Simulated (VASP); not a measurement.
Write the native input for VASP 6.6.1 that does the following.

```yaml
Task: single point
Functional: PBEsol
Potentials_or_basis: VASP PAW PBE potentials, release 64 (Si, Ti_sv)
Cutoff: 520 eV
k_mesh: 2 × 2 × 2
Occupations: fermi-dirac, width 0.05 eV
Spin: no spin polarisation
Dipole_correction: no
Further_INCAR_settings: LREAL = Auto; ALGO = Normal; EDIFF = 1e-06; NBANDS = 52
```

The structure of TiSi16 (a cell with a defect) lies in POSCAR:

```
TiSi16
1.0
    0.0000000000      5.4300000000      5.4300000000
    5.4300000000      0.0000000000      5.4300000000
    5.4300000000      5.4300000000      0.0000000000
Si Ti
16 1
Direct
    0.0007254008      0.0016138733     -0.0040156482
    0.1216016430      0.1214080509      0.1286289607
    0.0007096132      0.0016587848      0.5019156451
    0.1240196227      0.1251776607      0.6255329140
   -0.0114748980      0.5038210915      0.0038346154
    0.1216181081      0.6282972888      0.1286573838
    0.0007014187      0.4956223279      0.5019353190
    0.1216675275      0.6283664258      0.6215071716
    0.5037178378     -0.0116979362      0.0040493222
    0.6273428131      0.1219120196      0.1288305918
    0.4944571062      0.0017009573      0.5020500011
    0.6273387754      0.1220355030      0.6220690573
    0.5036970768      0.5039123082      0.0040756779
    0.6252617953      0.6248888956      0.1249541990
    0.5036426572      0.5039620366      0.4883884442
    0.6273337772      0.6284587690      0.6221192242
    0.3745426250      0.3750607433      0.8752830209
```

The input as run:

INCAR

```
PREC     = Accurate       # precision mode
ENCUT    = 520            # plane-wave cutoff, eV
EDIFF    = 1E-6           # SCF threshold, eV
ISMEAR   = -1             # smearing method
SIGMA    = 0.05           # smearing width, eV
LREAL    = Auto         
LASPH    = T              # aspherical terms in the spheres
NELM     = 80             # most SCF steps
ALGO     = Normal         # electronic algorithm
ISIF     = 2              # what is computed and relaxed
LWAVE    = F              # write WAVECAR
LCHARG   = T              # write CHGCAR
GGA      = PS             # functional
LELF     = T              # ELF
LVHAR    = T            
NBANDS   = 52             # bands
```

KPOINTS

```
regular mesh
0
Gamma
  2 2 2
```

Potentials or basis: VASP PAW PBE potentials, release 64 (Si, Ti_sv).

Command:

```sh
$ cat potpaw_PBE.64/Si/POTCAR potpaw_PBE.64/Ti_sv/POTCAR > POTCAR
$ mpirun -np 1 vasp_std > vasp.out
```

It gave:

```json
{
  "Pressure": "2.1 GPa",
  "Largest force": "0.028 eV/Å",
  "Band gap on the k mesh": "zero (band 38 reaches 6.86 eV, above the bottom of band 39 at 6.45 eV)"
}
```

Caveat: the k points lie up to 0.50 Å⁻¹ apart; the PAW data sets were made with another functional, which shifts forces and pressure a little.

It took 2.3 min on 1 thread of Intel(R) Xeon(R) 6975P-C (Granite Rapids), with other jobs on the host, peak memory 0.49 GiB.
